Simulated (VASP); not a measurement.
**C: density of states with PBE**

Crystal: C.

```
C
1.0
    -3.16151    3.16151    1.66706
     3.16151   -3.16151    1.66706
     3.16151    3.16151   -1.66706
C
8
Cartesian
  0.0000 0.0000 2.6592
  0.0000 3.1615 0.1586
  0.7767 0.7767 1.6671
  2.3848 2.3848 0.0000
  2.3848 0.7767 0.8335
  3.9382 -0.7767 0.8335
  0.0000 0.0000 0.6749
  0.0000 3.1615 1.5085
```

* Program: VASP 6.6.1
* Task: density of states
* Functional: PBE
* Potentials or basis: VASP PAW PBE potentials, release 64 (C)
* Cutoff: 520 eV
* k mesh: 12 × 12 × 12
* Occupations: gaussian, width 0.1 eV
* Spin: no spin polarisation
* Dipole correction: no
* k mesh for the DOS: 18 × 18 × 18
* Occupations for the DOS: tetrahedron
* Further INCAR settings: ALGO = Normal; EDIFF = 1e-06; NBANDS = 26

The valence electrons inside the program's atomic spheres are C 2.63, 2.42.

Levels at points of the mesh, in eV from the Fermi level:
| k point | band 12 | band 13 | band 14 | band 15 | band 16 | band 17 | band 18 | band 19 | band 20 | band 21 |
| --- | --- | --- | --- | --- | --- | --- | --- | --- | --- | --- |
| (0.00, 0.00, 0.00) | -5.85 | -5.85 | -3.68 | -0.18 | -0.18 | 2.88 | 2.88 | 4.14 | 4.71 | 4.82 |
| (0.50, 0.00, 0.00) | -4.67 | -3.71 | -3.15 | -2.30 | -2.24 | -0.52 | 1.61 | 2.82 | 4.40 | 6.32 |
| (0.50, 0.50, 0.00) | -5.86 | -4.92 | -2.43 | -2.01 | 0.34 | 1.65 | 3.36 | 4.23 | 4.29 | 4.48 |
| (0.50, 0.50, 0.50) | -5.26 | -4.99 | -4.98 | -3.99 | 2.10 | 2.10 | 2.20 | 2.66 | 3.34 | 5.46 |

Wall time 11 min on 1 thread of Intel(R) Xeon(R) Platinum 8259CL CPU @ 2.50GHz (Skylake/Cascade Lake) (shared host), peak memory 0.63 GiB.
